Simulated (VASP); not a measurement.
Here is a VASP 6.6.1 calculation.

File INCAR:

```
SYSTEM = Be
ALGO     = Normal         ! electronic algorithm
EDIFF    = 1E-7           ! SCF threshold, eV
EDIFFG   = -0.01          ! ionic threshold
ENCUT    = 600            ! plane-wave cutoff, eV
GGA      = PE             ! functional
GGA_COMPAT= .False.      
IBRION   = 2              ! ionic algorithm
ISIF     = 3              ! what is computed and relaxed
ISMEAR   = -1             ! smearing method
LASPH    = .True.         ! aspherical terms in the spheres
LCHARG   = .False.        ! write CHGCAR
LREAL    = .False.        ! projectors in reciprocal space
LWAVE    = .False.        ! write WAVECAR
NELM     = 120            ! most SCF steps
NELMIN   = 4            
NSW      = 80             ! ionic steps
PREC     = Accurate       ! precision mode
SIGMA    = 0.1            ! smearing width, eV
```

The input KPOINTS:

```
k-points
0
Gamma
  8 8 5
  0 0 0
```

POSCAR

```
Be
1.0
    1.1622096356     -2.0130061380      0.0000000000
    1.1622096356      2.0130061380      0.0000000000
    0.0000000000      0.0000000000      3.7178522960
Be
2
Direct
    0.3333333333      0.6666666667      0.2500000000
    0.6666666667      0.3333333333      0.7500000000
```

Potentials or basis: VASP PAW PBE potentials, release 64 (Be).

The run is started by

```sh
$ cat potpaw_PBE.64/Be/POTCAR > POTCAR
$ mpirun -np 1 vasp_std > vasp.out
```

(1) Predict the relaxed cell.

(2) What does it give for the band gap on the k mesh?

## Answers

(1) a = 2.255 Å, b = 2.255 Å, c = 3.586 Å, α = 90.00°, β = 90.00°, γ = 120.00°.

(2) zero (bands 2 and 3 overlap by 0.11 eV).

Caveat: the k points lie up to 0.40 Å⁻¹ apart in the final cell.
